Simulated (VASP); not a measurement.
Wanted: the native input for a VASP 6.6.1 run.

- Task: relaxation of cell and atoms
- Functional: PBEsol
- Potentials or basis: VASP PAW PBE potentials, release 64 (Zn, Se)
- Cutoff: 600 eV
- k mesh: 8 × 8 × 8
- Occupations: gaussian, width 0.01 eV
- Spin: no spin polarisation
- Dipole correction: no
- Further INCAR settings: ALGO = Normal; EDIFF = 1e-07; IBRION = 2; EDIFFG = -0.001; NSW = 80; ISIF = 3

The structure of ZnSe lies in POSCAR:

```
ZnSe
1.0
    0.0000000000      2.8166002289      2.8166002289
    2.8166002289      0.0000000000      2.8166002289
    2.8166002289      2.8166002289      0.0000000000
Zn Se
1 1
Direct
    0.0000000000      0.0000000000      0.0000000000
    0.7500000000      0.7500000000      0.7500000000
```

One way to write it, as run:

INCAR

```
PREC = Accurate ; ENCUT = 600
EDIFF = 1E-7 ; ISMEAR = 0
SIGMA = 0.01 ; LREAL = F
LASPH = T ; NELM = 100
ALGO = Normal ; ISIF = 3
LWAVE = F ; LCHARG = F
GGA = PS ; IBRION = 2
NSW = 80 ; EDIFFG = -0.001
```

KPOINTS

```
regular mesh
0
Gamma
  8 8 8
```

Potentials or basis: VASP PAW PBE potentials, release 64 (Zn, Se).

The run is started by

```console
$ cat potpaw_PBE.64/Zn/POTCAR potpaw_PBE.64/Se/POTCAR > POTCAR
$ mpirun -np 1 vasp_std > vasp.out
```

It gave:

```yaml
Relaxed_volume: 22.43 Å³/atom
Relaxed_cell: a = 3.988 Å, b = 3.988 Å, c = 3.988 Å, α = 60.00°, β = 60.00°, γ = 60.00°
Space_group_after_relaxing_to_0.05_Å: F-43m (No. 216)
Energy_gained_by_relaxing: 0.1 meV/atom
Ionic_steps: 5
Pressure_after_relaxing: 0.0 GPa
Band_gap_on_the_k_mesh: 1.23 eV, direct
```

Caveat: the PAW data sets were made with another functional, which shifts forces and pressure a little.

Run time: 19 s on 1 thread of Intel(R) Xeon(R) 6975P-C (Granite Rapids), on a shared host, peak memory 0.19 GiB.
